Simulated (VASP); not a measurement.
# B3As4 (P6_3/m) in VASP: single point with PBE

Aim: the single point of B3As4 with PBE.

Program: VASP 6.6.1. These are calculated values, not measurements. Logs are shortened: lines on timing, memory, paths and dates and some standing lists are left out, and cuts for length are marked.

## (1) The cell of the first run

It takes space group P6_3/m (No. 176, hexagonal). Conventional cell: a = 9.081 Å, b = 9.081 Å, c = 3.332 Å, α = 90.00°, β = 90.00°, γ = 120.00°. Within 2.7 Å of B (site symmetry m) lie 4 As at 2.05 to 2.08 Å. As (site symmetry m) has 3 B at 2.05 to 2.08 Å within 2.7 Å. Within 2.8 Å of As (site symmetry -6) lie 3 B at 2.08 Å.

## (2) Single point, PBE

Contents of INCAR:

```
  PREC = Accurate
  ENCUT = 500
  EDIFF = 1E-6
  ISMEAR = 0
  SIGMA = 0.1
  LREAL = False
  LASPH = True
  NELM = 120
  ALGO = Normal
  ISIF = 2
  LWAVE = False
  LCHARG = False
  GGA = PE
  NBANDS = 42
  GGA_COMPAT = False
```

Contents of KPOINTS:

```
Automatic mesh
0
Gamma
  6 6 10
```

Contents of POSCAR:

```
B3As4
1.0
    9.0809233082      0.0000000000      0.0000000000
   -4.5404616541      7.8643102747      0.0000000000
    0.0000000000      0.0000000000      3.3318377447
B As
6 8
Direct
    0.8185272153      0.2217160348      0.7500000000
    0.7782839652      0.5968111805      0.7500000000
    0.4031888195      0.1814727847      0.7500000000
    0.5968111805      0.8185272153      0.2500000000
    0.1814727847      0.7782839652      0.2500000000
    0.2217160348      0.4031888195      0.2500000000
    0.9650631307      0.3308001130      0.2500000000
    0.6691998870      0.6342630177      0.2500000000
    0.3657369823      0.0349368693      0.2500000000
    0.6666666667      0.3333333333      0.7500000000
    0.6342630177      0.9650631307      0.7500000000
    0.0349368693      0.6691998870      0.7500000000
    0.3308001130      0.3657369823      0.7500000000
    0.3333333333      0.6666666667      0.2500000000
```

Potentials or basis: VASP PAW PBE potentials, release 64 (B, As).

Launch:

```sh
$ cat potpaw_PBE.64/B/POTCAR potpaw_PBE.64/As/POTCAR > POTCAR
$ mpirun -np 1 vasp_std > vasp.out
```

OUTCAR:

```text
PREC = Accurate
   ENCUT = 500
   EDIFF = 1E-6
   ISMEAR = 0
   LREAL = False
   LASPH = True
   NELM = 120
   ISIF = 2
   GGA = PE

 ion  position               nearest neighbor table
   1  0.819  0.222  0.750-   7 2.05   7 2.05  10 2.08  11 2.08
   2  0.778  0.597  0.750-   8 2.05   8 2.05  10 2.08  12 2.08
   3  0.403  0.181  0.750-   9 2.05   9 2.05  10 2.08  13 2.08
   4  0.597  0.819  0.250-  11 2.05  11 2.05  14 2.08   8 2.08
   5  0.181  0.778  0.250-  12 2.05  12 2.05  14 2.08   9 2.08
   6  0.222  0.403  0.250-  13 2.05  13 2.05  14 2.08   7 2.08
   7  0.965  0.331  0.250-   1 2.05   1 2.05   6 2.08
   8  0.669  0.634  0.250-   2 2.05   2 2.05   4 2.08
   9  0.366  0.035  0.250-   3 2.05   3 2.05   5 2.08
  10  0.667  0.333  0.750-   1 2.08   3 2.08   2 2.08
  11  0.634  0.965  0.750-   4 2.05   4 2.05   1 2.08
  12  0.035  0.669  0.750-   5 2.05   5 2.05   2 2.08
  13  0.331  0.366  0.750-   6 2.05   6 2.05   3 2.08
  14  0.333  0.667  0.250-   5 2.08   4 2.08   6 2.08

  LATTYP: Found a hexagonal cell.
 ALAT       =     9.0809233082
 C/A-ratio  =     0.3669051738

  Lattice vectors:

 A1 = (   9.0809233082,   0.0000000000,   0.0000000000)
 A2 = (  -4.5404616541,   7.8643102747,   0.0000000000)
 A3 = (   0.0000000000,   0.0000000000,   3.3318377447)

Analysis of symmetry for initial positions (statically):
=====================================================================
 Subroutine PRICEL returns:
 Original cell was already a primitive cell.

 Routine SETGRP: Setting up the symmetry group for a
 hexagonal supercell.

 Subroutine GETGRP returns: Found 12 space group operations
 (whereof  6 operations were pure point group operations)
 out of a pool of 24 trial point group operations.

The static configuration has the point symmetry S_6 .
 The point group associated with its full space group is C_6h.

Analysis of symmetry for dynamics (positions and initial velocities):
=====================================================================
 Subroutine PRICEL returns:
 Original cell was already a primitive cell.

 Routine SETGRP: Setting up the symmetry group for a
 hexagonal supercell.

 Subroutine GETGRP returns: Found 12 space group operations
 (whereof  6 operations were pure point group operations)
 out of a pool of 24 trial point group operations.

[... 137 lines left out ...]
   NUPDOWN=      -1.0000    fix difference up-down
   EMIN   =  10.00;   EMAX   =-10.00  energy-range for DOS
   EFERMI =   0.00;   METHOD = LEGACY
   ISMEAR =     0;   SIGMA  =   0.10  broadening in eV -4-tet -1-fermi 0-gaus
   EFERMI_NEDOS =   21; number of points for ismear=-14 and -15
   IALGO  =     38    algorithm
   IMIX   =      4    mixing-type and parameters
     AMIX     =   0.40;   BMIX     =  1.00
     AMIX_MAG =   1.60;   BMIX_MAG =  1.00
  volume/ion in A,a.u.               =      17.00       114.69
  Fermi-wavevector in a.u.,A,eV,Ry     =   1.022648  1.932524 14.229083  1.045808
  Thomas-Fermi vector in A             =   2.156338
   LORBIT       =      0    0 simple, 1 ext, 2 COOP (PROOUT), +10 PAW based schemes
   GGA     = PE    functional components
   LHFCALC =     F    Hartree Fock is set to
   AEXX    =    0.0000 exact exchange contribution
   IVDW    =     0    specifies the selected vdW correction
   LEPSILON=     F    determine dielectric tensor
   LRPA    =     F    only Hartree local field effects (RPA)
 non-spin polarized calculation
 Gauss-broadening in eV      SIGMA  =   0.10
  energy-cutoff  :      500.00
  volume of cell :      237.94
 maximum number of plane-waves:      6090
 NGX is ok and might be reduce to    70
   NGX = 33   NGY = 33   NGZ = 13

 number of electron      57.9999994 magnetization

 Free energy of the ion-electron system (eV)
  ---------------------------------------------------
  ext. energy  EPLUGINS =         0.00000000
  ---------------------------------------------------
  free energy    TOTEN  =       -72.80148101 eV

  energy without entropy =      -72.77746033  energy(sigma->0) =      -72.78947067

 E-fermi :   4.3479     XC(G=0):  -9.6144

 val. band max:        4.3469586769   @ k =   0.5000   0.0000   0.0000
 cond. band min:       4.3569821611   @ k =   0.3333   0.3333   0.1000
 fundamental gap:      0.0100234842
 Fermi energy:         4.3479496022

 k-point     1 :       0.0000    0.0000    0.0000
  band No.  band energies     occupation
      1     -10.4443      2.00000
      2      -8.8903      2.00000
      3      -8.5884      2.00000
      4      -8.5884      2.00000
      5      -8.5664      2.00000
      6      -8.5664      2.00000
[... 1045 lines left out ...]
     40       9.0878      0.00000
     41       9.5805      0.00000

 [... further k-points ...]

 [bands above 41 left out]

------------------------ aborting loop because EDIFF is reached ----------------------------------------

  FORCE on cell =-STRESS in cart. coord.  units (eV):
  Direction    XX          YY          ZZ          XY          YZ          ZX
  --------------------------------------------------------------------------------------
  -------------------------------------------------------------------------------------
  Total        0.5928875      0.5928875      0.6385825     -0.0000000      0.0000000      0.0000000
  in kB        3.9921641      3.9921641      4.2998477     -0.0000003      0.0000000      0.0000000
  external PRESSURE =       4.0947253 kB  Pullay stress =       0.0000000 kB

 VOLUME and BASIS-vectors are now :
 -----------------------------------------------------------------------------
  energy-cutoff  :      500.00
  volume of cell :      237.94
      direct lattice vectors                 reciprocal lattice vectors
     9.080923308  0.000000000  0.000000000     0.110120961  0.063578366  0.000000000
    -4.540461654  7.864310275  0.000000000     0.000000000  0.127156733  0.000000000
     0.000000000  0.000000000  3.331837745     0.000000000  0.000000000  0.300134663

 POSITION                                       TOTAL-FORCE (eV/Angst)
 -----------------------------------------------------------------------------------
      6.42629      1.74364      2.49888         0.007368     -0.016011      0.000000
      4.35774      4.69351      2.49888         0.010182      0.014387      0.000000
      2.83736      1.42716      2.49888        -0.017550      0.001625     -0.000000
      1.70311      6.43715      0.83296         0.017550     -0.001625     -0.000000
     -1.88583      6.12067      0.83296        -0.007368      0.016011      0.000000
      0.18272      3.17080      0.83296        -0.010182     -0.014387     -0.000000
      7.26168      2.60151      0.83296         0.000210      0.023641     -0.000000
      3.19711      4.98804      0.83296        -0.020579     -0.011639      0.000000
      3.16260      0.27475      0.83296         0.020369     -0.012003      0.000000
      4.54046      2.62144      2.49888        -0.000000      0.000000     -0.000000
      1.37786      7.58956      2.49888        -0.020369      0.012003     -0.000000
     -2.72122      5.26280      2.49888        -0.000210     -0.023641      0.000000
      1.34336      2.87627      2.49888         0.020579      0.011639     -0.000000
     -0.00000      5.24287      0.83296        -0.000000      0.000000      0.000000
 -----------------------------------------------------------------------------------
    total drift:                               -0.000000     -0.000000     -0.000000

  FREE ENERGIE OF THE ION-ELECTRON SYSTEM (eV)
  ---------------------------------------------------
  free  energy   TOTEN  =       -72.8014810124 eV

  energy  without entropy=      -72.7774603348  energy(sigma->0) =      -72.78947067
```

stdout:

```text
POSCAR found type information on POSCAR B As
 POSCAR found :  2 types and      14 ions
 scaLAPACK will be used
 LDA part: xc-table for (Slater+PW92), standard interpolation
 POSCAR, INCAR and KPOINTS ok, starting setup
 FFT: planning ... GRIDC
 FFT: planning ... GRID_SOFT
 FFT: planning ... GRID
 WAVECAR not read
 entering main loop
```

Run time: 12 min. Hardware: 1 thread of Oxide Virtual Turin-like, shared host; peak memory 0.49 GiB.

Results:

```
Free energy            : -72.8015 eV
Pressure               : 0.4 GPa
Largest force          : 0.024 eV/Å
Band gap on the k mesh : zero (bands 29 and 30 overlap by 2.04 eV)
```

Forces in eV/Å, atoms in the order of the input:
```
B    0.007 -0.016  0.000
B    0.010  0.014  0.000
B   -0.018  0.002  0.000
B    0.018 -0.002  0.000
B   -0.007  0.016  0.000
B   -0.010 -0.014  0.000
As   0.000  0.024  0.000
As  -0.021 -0.012  0.000
As   0.020 -0.012  0.000
As   0.000  0.000  0.000
As  -0.020  0.012  0.000
As   0.000 -0.024  0.000
As   0.021  0.012  0.000
As   0.000  0.000  0.000
```
